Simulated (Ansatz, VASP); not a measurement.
# Two plane-wave programs on Sb

File INCAR:

```
PREC     = Accurate       # precision mode
ENCUT    = 600            # plane-wave cutoff, eV
EDIFF    = 1E-6           # SCF threshold, eV
ISMEAR   = 0              # smearing method
SIGMA    = 0.1            # smearing width, eV
LREAL    = F              # projectors in reciprocal space
LASPH    = T              # aspherical terms in the spheres
NELM     = 100            # most SCF steps
ALGO     = Normal         # electronic algorithm
ISIF     = 3              # what is computed and relaxed
LWAVE    = F              # write WAVECAR
LCHARG   = F              # write CHGCAR
GGA      = PE             # functional
IBRION   = 2              # ionic algorithm
NSW      = 70             # ionic steps
EDIFFG   = -0.005         # ionic threshold
```

KPOINTS

```
Automatic mesh
0
Gamma
  12 12 12
```

The input POSCAR:

```
Sb
1.0
    2.1616083304      1.2480051515      3.6796745313
   -2.1616083304      1.2480051515      3.6796745313
    0.0000000000     -2.4960103029      3.6796745313
Sb
2
Direct
    0.2361487230      0.2361487230      0.2361487230
    0.7638512770      0.7638512770      0.7638512770
```

Input for Ansatz:

```yaml
crystal:
  lattice:
    - [2.1616083255, 1.2480051486, 3.6796745288]
    - [-2.1616083255, 1.2480051486, 3.6796745288]
    - [0.0, -2.4960102972, 3.6796745288]
  atoms:
    - { symbol: Sb, position: [0.2361487235, 0.2361487235, 0.2361487235] }
    - { symbol: Sb, position: [0.7638512765, 0.7638512765, 0.7638512765] }
basis:
  ecutwfc: 420
kpoints:
  mp_grid: { grid: [12, 12, 12] }
hamiltonian:
  xc: pbe
scf:
  occupations: { method: gaussian, width: 0.1 }
output:
  forces: true
  stress: true
  eigenvalues: true
relax:
  adjacent_minimum: "off"
  f_tol: 0.005
  max_steps: 50
  cell: { stress_tol: 0.05 }
```

Alike in both runs: task relaxation of cell and atoms; functional PBE; k mesh 12 × 12 × 12; occupations gaussian, width 0.1 eV; no spin polarisation.

```csv
,VASP,Ansatz
version,VASP 6.6.1,Ansatz 0.2.0
potentials or method,"VASP PAW PBE potentials, release 64 (Sb), cutoff 600 eV","scalar-relativistic, plane waves, PAW"
valence electrons in the cell,10,30
```

|  | VASP | Ansatz | Ansatz less VASP |
| --- | --- | --- | --- |
| gap on the k mesh at the Fermi level, each at its own relaxed structure (eV) | none | none | - |
| relaxed volume (Å³/atom) | 31.77 | 31.84 | +0.076 |
| relaxed cell length with the largest relative difference (Å) | 4.587 | 4.596 | +0.0082 |

A gap of «none» marks a metal or a gap that the smearing closes. VASP's potentials hold 10 valence electrons a cell and Ansatz's 30, so a difference there can come from the potentials and not from the codes.

Neither program's run includes spin-orbit coupling.
